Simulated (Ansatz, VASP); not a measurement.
**SnO in VASP and in Ansatz**

```xyz
4
Lattice="3.7652 0.0000 0.0000 0.0000 3.7652 0.0000 0.0000 0.0000 4.6522" Properties=species:S:1:pos:R:3 pbc="T T T"
Sn    1.8826    0.0000    1.1457
Sn    0.0000    1.8826    3.5065
O     0.0000    0.0000    0.0000
O     1.8826    1.8826    0.0000
```

Alike in both runs: functional LDA; k mesh 10 × 10 × 8; occupations fermi-dirac, width 0.1 eV; no spin polarisation.

Ansatz relaxed the structure, and its values are those at the end. VASP's run is a single point on that final structure, the one shown.

|  | VASP | Ansatz |
| --- | --- | --- |
| version | VASP 6.6.1 | Ansatz 0.2.0 |
| potentials or method | VASP PAW LDA potentials, release 64 (Sn_d, O_h) | PAW with Ansatz's default frozen-core files, scalar-relativistic |
| plane-wave cutoff (eV) | 910 | 420 |
| valence electrons in the cell | 40 | 40 |

```tsv
	VASP	Ansatz	Ansatz less VASP
rms of the force components (eV/Å)	0.044	0.001	-0.0433
```

LDA's correlation is that of Perdew and Zunger in VASP and of Perdew and Wang (1992) in Ansatz.

Noted on VASP's run: the cutoff is under 1.25 times that of the potentials, so the pressure is a little rough.
